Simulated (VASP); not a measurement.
Wanted: the native input for a VASP 6.6.1 run.

| Property | Result |
| --- | --- |
| Task | single point |
| Functional | PBE |
| Potentials or basis | VASP PAW PBE potentials, release 64 (Be) |
| Cutoff | 520 eV |
| k mesh | 18 × 18 × 18 |
| Occupations | fermi-dirac, width 0.136057 eV |
| Spin | no spin polarisation |
| Dipole correction | no |
| Further INCAR settings | ALGO = Normal; EDIFF = 1e-06; NBANDS = 7 |

The structure of Be lies in POSCAR:

```
Be
1.0
    0.0000000000      1.5816923596      1.5816923596
    1.5816923596      0.0000000000      1.5816923596
    1.5816923596      1.5816923596      0.0000000000
Be
1
Direct
    0.0000000000      0.0000000000      0.0000000000
```

The input as run:

INCAR

```
ALGO = Normal ; EDIFF = 1E-6
ENCUT = 520 ; GGA = PE
ISIF = 2 ; ISMEAR = -1
LASPH = T ; LCHARG = F
LREAL = F ; LWAVE = F
NBANDS = 7 ; NELM = 60
PREC = Accurate ; SIGMA = 0.13605693000000002
```

KPOINTS

```
k-points
0
Gamma
  18 18 18
```

Potentials or basis: VASP PAW PBE potentials, release 64 (Be).

Command:

```sh
$ cat potpaw_PBE.64/Be/POTCAR > POTCAR
$ mpirun -np 1 vasp_std > vasp.out
```

Results of the run:

- Pressure: -0.2 GPa
- Band gap on the k mesh: zero (band 1 reaches 7.72 eV, above the bottom of band 2 at 7.19 eV)

Wall time 14 s on 1 thread of Intel Xeon 8259CL, on a shared host, peak memory 0.12 GiB.
